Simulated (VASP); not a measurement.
Here is a VASP 6.6.1 calculation.

File INCAR:

```
SYSTEM = P
ALGO     = Normal         ! electronic algorithm
EDIFF    = 1E-6           ! SCF threshold, eV
ENCUT    = 520            ! plane-wave cutoff, eV
GGA      = PE             ! functional
ISIF     = 2              ! what is computed and relaxed
ISMEAR   = 0              ! smearing method
LASPH    = .True.         ! aspherical terms in the spheres
LCHARG   = .True.         ! write CHGCAR
LELF     = .True.         ! ELF
LREAL    = .False.        ! projectors in reciprocal space
LVHAR    = .True.       
LWAVE    = .False.        ! write WAVECAR
NBANDS   = 42             ! bands
NELM     = 80             ! most SCF steps
PREC     = Accurate       ! precision mode
SIGMA    = 0.02           ! smearing width, eV
```

The input KPOINTS:

```
k-points
0
Gamma
  6 6 6
  0 0 0
```

Contents of POSCAR:

```
P
1.0
   -4.1788632581      4.1788632581      4.1788632581
    4.1788632581     -4.1788632581      4.1788632581
    4.1788632581      4.1788632581     -4.1788632581
P
12
Direct
    0.1942404345      0.1152270676      0.6842478082
    0.9209866331      0.3057595655      0.9900073737
    0.5099926263      0.8157521918      0.9309792595
    0.3847729324      0.5790133669      0.5690207405
    0.3057595655      0.9900073737      0.9209866331
    0.9900073737      0.9209866331      0.3057595655
    0.5790133669      0.5690207405      0.3847729324
    0.6842478082      0.1942404345      0.1152270676
    0.5690207405      0.3847729324      0.5790133669
    0.8157521918      0.9309792595      0.5099926263
    0.1152270676      0.6842478082      0.1942404345
    0.9309792595      0.5099926263      0.8157521918
```

Potentials or basis: VASP PAW PBE potentials, release 64 (P).

The run is started by

```console
$ cat potpaw_PBE.64/P/POTCAR > POTCAR
$ mpirun -np 1 vasp_std > vasp.out
```

Question: What does it give for the pressure?

Answer: -0.3 GPa.

Question: Predict the largest force.

Answer: 0.056 eV/Å.

Question: What does it give for the band gap on the k mesh?

Answer: 0.69 eV (least direct gap 0.89 eV).

Forces on the atoms (eV/Å):
```
P   -0.024 -0.022 -0.046
P    0.046 -0.024  0.022
P    0.022 -0.046  0.024
P   -0.022  0.046  0.024
P   -0.024  0.022  0.046
P    0.022  0.046 -0.024
P    0.046  0.024 -0.022
P   -0.046 -0.024 -0.022
P    0.024 -0.022  0.046
P   -0.046  0.024  0.022
P   -0.022 -0.046 -0.024
P    0.024  0.022 -0.046
```

A k mesh can miss the band edges.
